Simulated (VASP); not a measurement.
# TePb (Fm-3m) in VASP: notebook

TePb is run at these levels: r2SCAN+D4, PBE+D3(BJ), BLYP; tasks: single point.

Everything below comes from runs of VASP 6.6.1. Logs are shortened: lines on timing, memory, paths and dates and some standing lists are left out, and cuts for length are marked.

## 1. The cell of the first run

Symmetry: Fm-3m, No. 225, cubic system. Conventional cell: a = 6.330 Å, b = 6.330 Å, c = 6.330 Å, α = 90.00°, β = 90.00°, γ = 90.00°. Within 4.2 Å of Pb (site symmetry m-3m) lie 6 Te at 3.17 Å. Te (site symmetry m-3m) has 6 Pb at 3.17 Å within 4.2 Å.

## 2. Single point, r2SCAN+D4

POSCAR reads:

```
TePb
1.0
    0.0000000000      3.1650427173      3.1650427173
    3.1650427173      0.0000000000      3.1650427173
    3.1650427173      3.1650427173      0.0000000000
Pb Te
1 1
Direct
    0.0000000000      0.0000000000      0.0000000000
    0.5000000000      0.5000000000      0.5000000000
```

INCAR.step1 reads:

```
SYSTEM = TePb
PREC = Accurate
ENCUT = 520
ISMEAR = -1
SIGMA = 0.05
LREAL = .False.
LASPH = .True.
NELM = 60
NBANDS = 17
GGA = PE
ALGO = Normal
EDIFF = 1E-4
LWAVE = .True.
LCHARG = .False.
```

INCAR.step2 reads:

```
SYSTEM = TePb
PREC = Accurate
ENCUT = 520
EDIFF = 1E-6
ISMEAR = -1
SIGMA = 0.05
LREAL = .False.
LASPH = .True.
NELM = 60
ALGO = Normal
ISIF = 2
LWAVE = .False.
LCHARG = .False.
METAGGA = R2SCAN
LMIXTAU = .True.
IVDW = 13
VDW_S6 = 1.0
VDW_S8 = 0.6018749
VDW_A1 = 0.51559235
VDW_A2 = 5.77342911
NBANDS = 17
ISTART = 1
```

KPOINTS reads:

```
regular mesh
0
Gamma
  7 7 7
  0 0 0
```

Potentials or basis: VASP PAW PBE potentials, release 64 (Pb_d, Te).

On the command line:

```bash
> cat potpaw_PBE.64/Pb_d/POTCAR potpaw_PBE.64/Te/POTCAR > POTCAR
> cp INCAR.step1 INCAR
> mpirun -np 1 vasp_std > vasp.out
> cp INCAR.step2 INCAR
> mpirun -np 1 vasp_std > vasp.out
```

OUTCAR:

```text
SYSTEM = TePb
   PREC = Accurate
   ENCUT = 520
   EDIFF = 1E-6
   ISMEAR = -1
   LREAL = .False.
   LASPH = .True.
   NELM = 60
   ISIF = 2
   METAGGA = R2SCAN
   IVDW = 13
   ISTART = 1

 ion  position               nearest neighbor table
   1  0.000  0.000  0.000-   2 3.17   2 3.17   2 3.17   2 3.17   2 3.17   2 3.17
   2  0.500  0.500  0.500-   1 3.17   1 3.17   1 3.17   1 3.17   1 3.17   1 3.17

  LATTYP: Found a face centered cubic cell.
 ALAT       =     6.3300854346

  Lattice vectors:

 A1 = (   0.0000000000,   3.1650427173,   3.1650427173)
 A2 = (   3.1650427173,   0.0000000000,   3.1650427173)
 A3 = (   3.1650427173,   3.1650427173,   0.0000000000)

Analysis of symmetry for initial positions (statically):
=====================================================================
 Subroutine PRICEL returns:
 Original cell was already a primitive cell.

 Routine SETGRP: Setting up the symmetry group for a
 face centered cubic supercell.

 Subroutine GETGRP returns: Found 48 space group operations
[... 9 lines left out ...]

 Routine SETGRP: Setting up the symmetry group for a
 face centered cubic supercell.

 Subroutine GETGRP returns: Found 48 space group operations
[... 11 lines left out ...]
                                     Primitive cell

  volume of cell :      63.4116

  direct lattice vectors                    reciprocal lattice vectors
     0.000000000  3.165042717  3.165042717    -0.157975751  0.157975751  0.157975751
     3.165042717  0.000000000  3.165042717     0.157975751 -0.157975751  0.157975751
     3.165042717  3.165042717  0.000000000     0.157975751  0.157975751 -0.157975751

  length of vectors
     4.476046336  4.476046336  4.476046336     0.273622027  0.273622027  0.273622027

  position of ions in fractional coordinates (direct lattice)
     0.000000000  0.000000000  0.000000000
     0.500000000  0.500000000  0.500000000

  ion indices of the primitive-cell ions
   primitive index   ion index
                 1           1
                 2           2

----------------------------------------------------------------------------------------

 KPOINTS: regular mesh

Automatic generation of k-mesh.
 Grid dimensions read from file:
 generate k-points for:    7    7    7

 Generating k-lattice:

  Cartesian coordinates                     Fractional coordinates (reciprocal lattice)
    -0.022567964  0.022567964  0.022567964     0.142857143  0.000000000  0.000000000
     0.022567964 -0.022567964  0.022567964     0.000000000  0.142857143  0.000000000
     0.022567964  0.022567964 -0.022567964     0.000000000  0.000000000  0.142857143

  Length of vectors
     0.039088861  0.039088861  0.039088861

  Shift w.r.t. Gamma in fractional coordinates (k-lattice)
     0.000000000  0.000000000  0.000000000

 Subroutine IBZKPT returns following result:
 ===========================================

 Found     20 irreducible k-points:

 Following reciprocal coordinates:
            Coordinates               Weight
  0.000000  0.000000  0.000000      1.000000
  0.142857  0.000000  0.000000      8.000000
  0.285714  0.000000  0.000000      8.000000
  0.428571  0.000000  0.000000      8.000000
  0.142857  0.142857  0.000000      6.000000
  0.285714  0.142857  0.000000     24.000000
[... 12 lines left out ...]
 -0.428571  0.428571  0.142857     24.000000
 -0.285714  0.428571  0.142857     24.000000
   k-points           NKPTS =     20   k-points in BZ     NKDIM =     20   number of bands    NBANDS=     17
   number of dos      NEDOS =    301   number of ions     NIONS =      2
   total plane-waves  NPLWV =  46656
   dimension x,y,z NGX =    36 NGY =   36 NGZ =   36
   dimension x,y,z NGXF=    72 NGYF=   72 NGZF=   72
   ions per type =               1   1
   NGX,Y,Z   is equivalent  to a cutoff of  13.37, 13.37, 13.37 a.u.
   NGXF,Y,Z  is equivalent  to a cutoff of  26.74, 26.74, 26.74 a.u.
 SYSTEM =  TePb
   PREC   = accura    normal or accurate (medium, high low for compatibility)
   ISTART =      1    job   : 0-new  1-cont  2-samecut
   ICHARG =      0    charge: 1-file 2-atom 10-const
   ISPIN  =      1    spin polarized calculation?
   LNONCOLLINEAR =      F non collinear calculations
   LSORBIT =      F    spin-orbit coupling
   LASPH  =      T    aspherical Exc in radial PAW
   ENCUT  =  520.0 eV  38.22 Ry    6.18 a.u.   8.32  8.32  8.32*2*pi/ulx,y,z
   NELM   =     60;   NELMIN=  2; NELMDL=  0     # of ELM steps
   EDIFF  = 0.1E-05   stopping-criterion for ELM
   LREAL  =      F    real-space projection
   EDIFFG = 0.1E-04   stopping-criterion for IOM
   NSW    =      0    number of steps for IOM
   IBRION =     -1    ionic relax: 0-MD 1-quasi-New 2-CG
   NFREE  =      0    steps in history (QN), initial steepest desc. (CG)
   ISIF   =      2    stress and relaxation
   ISYM   =      2    0-nonsym 1-usesym 2-fastsym
   POTIM  = 0.5000    time-step for ionic-motion
   TEBEG  =    0.0;   TEEND  =   0.0 temperature during run
[... 41 lines left out ...]
 cond. band min:       7.4328274510   @ k =   0.4286   0.0000   0.0000
 fundamental gap:      1.1460899274
 Fermi energy:         6.8603874566

 k-point     1 :       0.0000    0.0000    0.0000
  band No.  band energies     occupation
      1     -11.1386      2.00000
      2     -11.1386      2.00000
      3     -11.1201      2.00000
      4     -11.1201      2.00000
      5     -11.1201      2.00000
      6      -6.7307      2.00000
[... 9 lines left out ...]
     16      12.3772      0.00000
     17      13.9585      0.00000

 k-point     2 :       0.1429    0.0000    0.0000
  band No.  band energies     occupation
      1     -11.1423      2.00000
      2     -11.1423      2.00000
      3     -11.1196      2.00000
      4     -11.1166      2.00000
      5     -11.1166      2.00000
      6      -6.5310      2.00000
[... 9 lines left out ...]
     16      12.7889      0.00000
     17      15.4590      0.00000

 k-point     3 :       0.2857    0.0000    0.0000
  band No.  band energies     occupation
      1     -11.1519      2.00000
      2     -11.1519      2.00000
      3     -11.1186      2.00000
      4     -11.1071      2.00000
      5     -11.1071      2.00000
      6      -5.9617      2.00000
[... 9 lines left out ...]
     16      13.8894      0.00000
     17      18.0790      0.00000

 k-point     4 :       0.4286    0.0000    0.0000
  band No.  band energies     occupation
      1     -11.1600      2.00000
      2     -11.1600      2.00000
      3     -11.1181      2.00000
      4     -11.0991      2.00000
      5     -11.0991      2.00000
      6      -5.2170      2.00000
[... 9 lines left out ...]
     16      15.4889      0.00000
     17      17.1200      0.00000

 k-point     5 :       0.1429    0.1429    0.0000
  band No.  band energies     occupation
      1     -11.1515      2.00000
      2     -11.1358      2.00000
      3     -11.1226      2.00000
      4     -11.1142      2.00000
      5     -11.1142      2.00000
      6      -6.4636      2.00000
[... 9 lines left out ...]
     16      13.5063      0.00000
     17      14.9852      0.00000

 k-point     6 :       0.2857    0.1429    0.0000
  band No.  band energies     occupation
      1     -11.1654      2.00000
      2     -11.1391      2.00000
      3     -11.1224      2.00000
      4     -11.1081      2.00000
      5     -11.1054      2.00000
      6      -6.0163      2.00000
[... 9 lines left out ...]
     16      14.6181      0.00000
     17      16.4412      0.00000
[... 201 lines left out ...]
 k-point    17 :       0.4286    0.2857    0.1429
  band No.  band energies     occupation
      1     -11.1809      2.00000
      2     -11.1417      2.00000
      3     -11.1214      2.00000
      4     -11.1012      2.00000
      5     -11.1004      2.00000
      6      -5.4922      2.00000
[... 9 lines left out ...]
     16      15.8851      0.00000
     17      16.6329      0.00000

 k-point    18 :      -0.4286    0.2857    0.1429
  band No.  band energies     occupation
      1     -11.1886      2.00000
      2     -11.1484      2.00000
      3     -11.1146      2.00000
      4     -11.1043      2.00000
      5     -11.0938      2.00000
      6      -4.8636      2.00000
[... 9 lines left out ...]
     16      16.2618      0.00000
     17      17.4958      0.00000

 k-point    19 :      -0.4286    0.4286    0.1429
  band No.  band energies     occupation
      1     -11.2148      2.00000
      2     -11.1352      2.00000
      3     -11.1244      2.00000
      4     -11.0962      2.00000
      5     -11.0880      2.00000
      6      -4.7204      2.00000
[... 9 lines left out ...]
     16      17.2504      0.00000
     17      17.8701      0.00000

 k-point    20 :      -0.2857    0.4286    0.1429
  band No.  band energies     occupation
      1     -11.2053      2.00000
      2     -11.1435      2.00000
      3     -11.1147      2.00000
      4     -11.1053      2.00000
      5     -11.0882      2.00000
      6      -4.5561      2.00000
[... 9 lines left out ...]
     16      17.2108      0.00000
     17      17.9158      0.00000

------------------------ aborting loop because EDIFF is reached ----------------------------------------

  DFT-D4 for vdW energy calculation

  Edisp (eV):   -0.30341

  FORCE on cell =-STRESS in cart. coord.  units (eV):
  Direction    XX          YY          ZZ          XY          YZ          ZX
  --------------------------------------------------------------------------------------
  -------------------------------------------------------------------------------------
  Total       1.70173     1.70173     1.70173     0.00000    -0.00000    -0.00000
  in kB      42.99640    42.99640    42.99640     0.00000    -0.00000    -0.00000
  external pressure =       43.00 kB  Pullay stress =        0.00 kB

 VOLUME and BASIS-vectors are now :
 -----------------------------------------------------------------------------
  energy-cutoff  :      520.00
  volume of cell :       63.41
      direct lattice vectors                 reciprocal lattice vectors
     0.000000000  3.165042717  3.165042717    -0.157975751  0.157975751  0.157975751
     3.165042717  0.000000000  3.165042717     0.157975751 -0.157975751  0.157975751
     3.165042717  3.165042717  0.000000000     0.157975751  0.157975751 -0.157975751

 POSITION                                       TOTAL-FORCE (eV/Angst)
 -----------------------------------------------------------------------------------
      0.00000      0.00000      0.00000         0.000000     -0.000000     -0.000000
      3.16504      3.16504      3.16504        -0.000000      0.000000      0.000000
 -----------------------------------------------------------------------------------
    total drift:                               -0.000000      0.000000      0.000000

  FREE ENERGIE OF THE ION-ELECTRON SYSTEM (eV)
  ---------------------------------------------------
  free  energy   TOTEN  =       -82.9183422521 eV

  energy  without entropy=      -82.9183416199  energy(sigma->0) =      -82.91834194
```

Wall time 75 s (1 thread of Intel Xeon 6975P-C, shared host); peak memory 0.22 GiB.

Results:

* Free energy: -82.9183 eV
* Pressure: 4.3 GPa
* Dispersion energy per atom: -0.152 eV

Levels at points of the mesh, in eV from the Fermi level:
| k point | band 6 | band 7 | band 8 | band 9 | band 10 | band 11 | band 12 | band 13 | band 14 | band 15 |
| --- | --- | --- | --- | --- | --- | --- | --- | --- | --- | --- |
| (0.00, 0.00, 0.00) | -13.59 | -5.95 | -2.27 | -2.27 | -2.27 | 3.91 | 3.91 | 3.91 | 5.52 | 5.52 |

Caveat: this odd mesh misses L, where the gap lies, so gap, dielectric constants and Born charges aren't listed; the PAW data sets were made with another functional, which shifts forces and pressure a little; spin-orbit coupling is left out, which moves the levels of the heavy elements.

## 3. Single point, PBE+D3(BJ)

INCAR reads:

```
ALGO = Normal ; EDIFF = 1E-6
ENCUT = 520 ; GGA = PE
ISIF = 2 ; ISMEAR = -1
IVDW = 12 ; LASPH = True
LCHARG = True ; LELF = True
LREAL = False ; LVHAR = True
LWAVE = False ; NBANDS = 17
NELM = 80 ; PREC = Accurate
SIGMA = 0.05
```

KPOINTS reads:

```
k-points
0
Gamma
  7 7 7
```

POSCAR is that of step 2.

Potentials or basis: VASP PAW PBE potentials, release 64 (Pb_d, Te).

On the command line:

```bash
> cat potpaw_PBE.64/Pb_d/POTCAR potpaw_PBE.64/Te/POTCAR > POTCAR
> mpirun -np 1 vasp_std > vasp.out
```

Run time: 33 s. Hardware: 1 thread of AMD EPYC 7R43 (Zen 3), shared host; peak memory 0.18 GiB.

The run converged. Its results:

```
Free energy                : -8.2668 eV
Pressure                   : 3.2 GPa
Dispersion energy per atom : -0.429 eV
```

Levels at points of the mesh, in eV from the Fermi level:
| k point | band 6 | band 7 | band 8 | band 9 | band 10 | band 11 | band 12 | band 13 | band 14 | band 15 |
| --- | --- | --- | --- | --- | --- | --- | --- | --- | --- | --- |
| (0.00, 0.00, 0.00) | -12.91 | -5.78 | -1.95 | -1.95 | -1.95 | 3.79 | 3.79 | 3.79 | 5.29 | 5.29 |

Caveat: this odd mesh misses L, where the gap lies, so gap, dielectric constants and Born charges aren't listed; spin-orbit coupling is left out, which moves the levels of the heavy elements.

## 4. Single point, PBE+D3(BJ)

This run uses another cell than the first one, of 32.38 Å³/atom, 1.021 times its volume.

INCAR reads:

```
SYSTEM = TePb
  PREC = Accurate
  ENCUT = 520
  EDIFF = 1E-6
  ISMEAR = -1
  SIGMA = 0.05
  LREAL = .False.
  LASPH = .True.
  NELM = 80
  ALGO = Normal
  ISIF = 2
  LWAVE = .False.
  LCHARG = .False.
  GGA = PE
  IVDW = 12
  NBANDS = 17
```

KPOINTS reads:

```
Automatic mesh
0
Gamma
  7 7 7
  0 0 0
```

POSCAR reads:

```
TePb
1.0
    0.0000000000      3.1873324849      3.1873324849
    3.1873324849      0.0000000000      3.1873324849
    3.1873324849      3.1873324849      0.0000000000
Pb Te
1 1
Direct
    0.0000000000      0.0000000000      0.0000000000
    0.5000000000      0.5000000000      0.5000000000
```

On the command line:

```bash
> cat potpaw_PBE.64/Pb_d/POTCAR potpaw_PBE.64/Te/POTCAR > POTCAR
> mpirun -np 1 vasp_std > vasp.out
```

Wall time 30 s (1 thread of AMD EPYC 7R43 (Zen 3), shared host); peak memory 0.18 GiB.

It converged, with:

```yaml
Free_energy: -8.2892 eV
Pressure: 2.0 GPa
Dispersion_energy_per_atom: -0.420 eV
```

Levels at points of the mesh, in eV from the Fermi level:
```tsv
k point	band 8	band 9	band 10	band 11	band 12	band 13
(0.00, 0.00, 0.00)	-1.88	-1.88	-1.88	3.75	3.75	3.75
```

Caveat: this odd mesh misses L, where the gap lies, so gap, dielectric constants and Born charges aren't listed; spin-orbit coupling is left out, which moves the levels of the heavy elements.

## 5. Single point, BLYP

INCAR reads:

```
AGGAC    = 1.0          
AGGAX    = 1.0          
ALDAC    = 0.0          
ALDAX    = 1.0          
ALGO     = Normal         # electronic algorithm
EDIFF    = 1E-6           # SCF threshold, eV
ENCUT    = 520            # plane-wave cutoff, eV
GGA      = B5             # functional
ISIF     = 2              # what is computed and relaxed
ISMEAR   = -1             # smearing method
LASPH    = True           # aspherical terms in the spheres
LCHARG   = False          # write CHGCAR
LREAL    = False          # projectors in reciprocal space
LWAVE    = False          # write WAVECAR
NBANDS   = 17             # bands
NELM     = 100            # most SCF steps
PREC     = Accurate       # precision mode
SIGMA    = 0.05           # smearing width, eV
```

KPOINTS reads:

```
k-points
0
Gamma
  7 7 7
```

POSCAR reads:

```
TePb
1.0
    0.0000000000      3.1650427173      3.1650427173
    3.1650427173      0.0000000000      3.1650427173
    3.1650427173      3.1650427173      0.0000000000
Pb Te
1 1
Direct
    0.0000000000      0.0000000000      0.0000000000
    0.5000000000      0.5000000000      0.5000000000
```

On the command line:

```bash
> cat potpaw_PBE.64/Pb_d/POTCAR potpaw_PBE.64/Te/POTCAR > POTCAR
> mpirun -np 1 vasp_std > vasp.out
```

Run time: 51 s. Hardware: 1 thread of AMD EPYC 7R43 (Zen 3), shared host; peak memory 0.16 GiB.

Results (log left out):

| Property | Result |
| --- | --- |
| Free energy | -6.0662 eV |
| Pressure | 9.4 GPa |

Levels at points of the mesh, in eV from the Fermi level:
| k point | band 7 | band 8 | band 9 | band 10 | band 11 | band 12 | band 13 | band 14 |
| --- | --- | --- | --- | --- | --- | --- | --- | --- |
| (0.00, 0.00, 0.00) | -5.96 | -2.02 | -2.02 | -2.02 | 3.66 | 3.66 | 3.66 | 5.46 |

Caveat: this odd mesh misses L, where the gap lies, so gap, dielectric constants and Born charges aren't listed; the PAW data sets were made with another functional, which shifts forces and pressure a little; spin-orbit coupling is left out, which moves the levels of the heavy elements.

## 6. Single point, BLYP

This run uses another cell than the first one, of 32.38 Å³/atom, 1.021 times its volume.

INCAR reads:

```
PREC = Accurate ; ENCUT = 520
EDIFF = 1E-7 ; ISMEAR = -1
SIGMA = 0.05 ; LREAL = False
LASPH = True ; NELM = 60
ALGO = Normal ; ISIF = 2
LWAVE = False ; LCHARG = True
GGA = B5 ; ALDAX = 1.0
AGGAX = 1.0 ; AGGAC = 1.0
ALDAC = 0.0 ; LELF = True
LVHAR = True ; NBANDS = 17
```

KPOINTS reads:

```
regular mesh
0
Gamma
  7 7 7
```

POSCAR reads:

```
TePb
1.0
    0.0000000000      3.1873324849      3.1873324849
    3.1873324849      0.0000000000      3.1873324849
    3.1873324849      3.1873324849      0.0000000000
Pb Te
1 1
Direct
    0.0000000000      0.0000000000      0.0000000000
    0.5000000000      0.5000000000      0.5000000000
```

Potentials or basis: VASP PAW PBE potentials, release 64 (Pb_d, Te).

On the command line:

```bash
> cat potpaw_PBE.64/Pb_d/POTCAR potpaw_PBE.64/Te/POTCAR > POTCAR
> mpirun -np 1 vasp_std > vasp.out
```

It took 63 s on 1 thread of AMD EPYC 7R43 (Zen 3), shared host; peak memory 0.16 GiB.

The run converged. Its results:

| Quantity | Value |
| --- | --- |
| Free energy | -6.1392 eV |
| Pressure | 7.9 GPa |

Levels at points of the mesh, in eV from the Fermi level:
```
           k point  band 8  band 9  band 10  band 11  band 12  band 13
(0.00, 0.00, 0.00)   -1.95   -1.95    -1.95     3.62     3.62     3.62
```

Caveat: this odd mesh misses L, where the gap lies, so gap, dielectric constants and Born charges aren't listed; the PAW data sets were made with another functional, which shifts forces and pressure a little; spin-orbit coupling is left out, which moves the levels of the heavy elements.

## 7. Overview

| level | cell | pressure (GPa) |
| --- | --- | --- |
| r2SCAN+D4 | a = 4.476 Å, angles 60.0°, 2 atoms | 4.3 |
| PBE+D3(BJ) | a = 4.476 Å, angles 60.0°, 2 atoms | 3.2 |
| PBE+D3(BJ) | a = 4.508 Å, angles 60.0°, 2 atoms | 2.0 |
| BLYP | a = 4.476 Å, angles 60.0°, 2 atoms | 9.4 |
| BLYP | a = 4.508 Å, angles 60.0°, 2 atoms | 7.9 |

Alike in all rows: task single point; potentials or basis VASP PAW PBE potentials, release 64 (Pb_d, Te); no spin polarisation; k mesh 7 × 7 × 7; cutoff (eV) 520; smearing fermi-dirac 0.05 eV.

The pressure there spans 3.2 GPa (PBE+D3(BJ)) to 9.4 GPa (BLYP); a positive pressure means that this level wants a larger cell, a negative one a smaller.

Caveats: spin-orbit coupling is left out, which moves the levels of the heavy elements; the PAW data sets were made with another functional, which shifts forces and pressure a little (some runs).

Absolute energies hang on the potentials; compare differences alone.
